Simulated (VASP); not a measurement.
Runs of VASP 6.6.1 on PbS. The structure is that of space group F-43m (No. 216), or close to it. The cells are those of the table. 

```tsv
level	cell	k mesh	smearing	grid for exact exchange (PRECFOCK)	screening parameter	gap on the mesh (eV)	pressure (GPa)
PBE	a = 4.668 Å, angles 60.0°, 2 atoms	6 × 6 × 6	fermi-dirac 0.02 eV	-	-	0.91	0.7
PBE	a = 4.610, b = 4.610, c = 4.668 Å, angles 59.6, 59.6, 60.8°, 2 atoms	6 × 6 × 6	fermi-dirac 0.02 eV	-	-	(a)	1.7
r2SCAN	a = 4.668 Å, angles 60.0°, 2 atoms	6 × 6 × 6	gaussian 0.01 eV	-	-	(b)	0.0
r2SCAN	a = 4.692 Å, angles 60.0°, 2 atoms	6 × 6 × 6	gaussian 0.01 eV	-	-	1.10	-0.6
HSE06	a = 4.668 Å, angles 60.0°, 2 atoms	4 × 4 × 4	gaussian 0.01 eV	Normal	0.2079 1/Å	1.29	0.0
```

Alike in all rows: task single point; potentials or basis VASP PAW PBE potentials, release 64 (Pb_d, S); no spin polarisation; cutoff (eV) 520.

Problem. Estimate the missing entries.

Solution. (a) 0.77; (b) 1.07.

Caveats: spin-orbit coupling is left out, which moves the levels of the heavy elements; the PAW data sets were made with another functional, which shifts forces and pressure a little (some runs).

A k mesh can miss the band edges, and the runs leave out spin-orbit coupling on Pb.
